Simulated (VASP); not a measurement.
Write the native input for VASP 6.6.1 that does the following.

```yaml
Task: single point
Functional: PBEsol
Potentials_or_basis: VASP PAW PBE potentials, release 64 (Na_pv, W_sv, O)
Cutoff: 520 eV
k_mesh: 1 × 1 × 1, shifted
Occupations: fermi-dirac, width 0.3102 eV
Spin: no spin polarisation
Dipole_correction: no
Further_INCAR_settings: LREAL = Auto; ALGO = Normal; EDIFF = 1e-06; NBANDS = 94; ISYM = 0
```

The structure of NaWO3 lies in POSCAR:

```
NaWO3
1.0
    6.6992580000      0.2351040000      0.2466970000
    0.2351040000      6.2448130000     -0.0511620000
    0.2466970000     -0.0511620000      6.4734860000
Na W O
4 4 12
Direct
    0.3789532049      0.2614687037      1.1252604305
    0.9193421168      0.5456621585      0.7135012303
    0.5572331661      0.7062847231      0.4123718177
    0.3818616643      0.3643071110      0.7482504100
    0.8192224954      0.1349067741      0.2541742376
    0.0071842439     -0.0104394526      0.6997501138
    0.1283641121      0.7897658511      0.1662751660
    0.6244472621      0.8580127844     -0.0895696100
    1.1199281568      0.2245897964     -0.3248139338
    0.5961803968      0.5635943885     -0.0852202815
    0.7978739980      0.8292487173      0.1448641275
    0.0813134863      0.1270575502      0.0744647822
    0.3938579699      0.8086263852      0.1308226145
    0.5564541085      0.1414229015      0.3543872528
    0.8154093686      0.3775409176      0.3809162024
    0.1357878875      0.5727151683      0.3333412305
    0.0608480460      0.9480297579      0.4064769844
    0.3894118357      0.8888689105      0.7618820184
    0.8054466267      0.1682299970     -0.2027560241
    0.1166519743      0.7419867572     -0.1159670641
```

These files were run (other wordings do the same):

INCAR

```
ALGO = Normal
EDIFF = 1E-6
ENCUT = 520
GGA = PS
ISIF = 2
ISMEAR = -1
ISYM = 0
LASPH = True
LCHARG = True
LELF = True
LREAL = Auto
LVHAR = True
LWAVE = False
NBANDS = 94
NELM = 100
PREC = Accurate
SIGMA = 0.3102
```

KPOINTS

```
Automatic mesh
0
Gamma
  1 1 1
  0.25 0.25 0.25
```

Potentials or basis: VASP PAW PBE potentials, release 64 (Na_pv, W_sv, O).

The run is started by

```bash
$ cat potpaw_PBE.64/Na_pv/POTCAR potpaw_PBE.64/W_sv/POTCAR potpaw_PBE.64/O/POTCAR > POTCAR
$ mpirun -np 1 vasp_std > vasp.out
```

Results of the run:

The pressure is 6.8 GPa and the largest force is 4.926 eV/Å.

Caveat: the k points lie up to 1.01 Å⁻¹ apart, too coarse for converged energies, forces and pressures; the atoms stand as in a frame of molecular dynamics; so wide a smearing shifts energies and pressures; the PAW data sets were made with another functional, which shifts forces and pressure a little.

Wall time 41 s on 1 thread of Intel(R) Xeon(R) 6975P-C (Granite Rapids), with other jobs on the host, peak memory 0.33 GiB.
